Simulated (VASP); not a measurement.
A run of VASP 6.6.1:

POSCAR

```
GaN
1.0
    0.0000000000      2.2489525411      2.2489525411
    2.2489525411      0.0000000000      2.2489525411
    2.2489525411      2.2489525411      0.0000000000
Ga N
1 1
Direct
    0.0000000000      0.0000000000      0.0000000000
    0.2500000000      0.2500000000      0.2500000000
```

Contents of INCAR.step1:

```
SYSTEM = GaN
ALGO = Normal
EDIFF = 1E-8
ENCUT = 500
GGA = PE
ISMEAR = 0
LASPH = .True.
LCHARG = .False.
LREAL = .False.
LWAVE = .True.
NELM = 100
PREC = Accurate
SIGMA = 0.01
```

INCAR.step2

```
SYSTEM = GaN
ALGO = Exact
EDIFF = 1E-8
ENCUT = 500
GGA = PE
ISMEAR = 0
ISTART = 1
LASPH = .True.
LCHARG = .False.
LOPTICS = .True.
LREAL = .False.
LWAVE = .True.
NBANDS = 45
NELM = 1
PREC = Accurate
SIGMA = 0.01
```

The input INCAR.step3:

```
SYSTEM = GaN
ALGO = EVGW0
EDIFF = 1E-8
ENCUT = 500
ENCUTGW = 80.0
GGA = PE
ISMEAR = 0
ISTART = 1
LASPH = .True.
LCHARG = .False.
LREAL = .False.
LWAVE = .False.
NBANDS = 45
NBANDSGW = 17
NELMGW = 1
NOMEGA = 48
PREC = Accurate
PRECFOCK = Fast
SIGMA = 0.01
```

KPOINTS

```
k-points
0
Gamma
  10 10 10
  0 0 0
```

Potentials or basis: VASP PAW PBE potentials, release 64 (Ga_d_GW, N_GW).

Run with:

```bash
$ cat potpaw_PBE.64/Ga_d_GW/POTCAR potpaw_PBE.64/N_GW/POTCAR > POTCAR
$ cp INCAR.step1 INCAR
$ mpirun -np 1 vasp_std > vasp.out
$ cp INCAR.step2 INCAR
$ mpirun -np 1 vasp_std > vasp.out
$ cp INCAR.step3 INCAR
$ mpirun -np 1 vasp_std > vasp.out
```

Hardware: 1 thread of Intel(R) Xeon(R) 6975P-C (Granite Rapids) (shared host).

Problem. How long does it take, and how much memory?

Solution. It took 23 min on 1 thread of Intel(R) Xeon(R) 6975P-C (Granite Rapids), on a shared host, peak memory 1.3 GiB. Counts: k points 47.
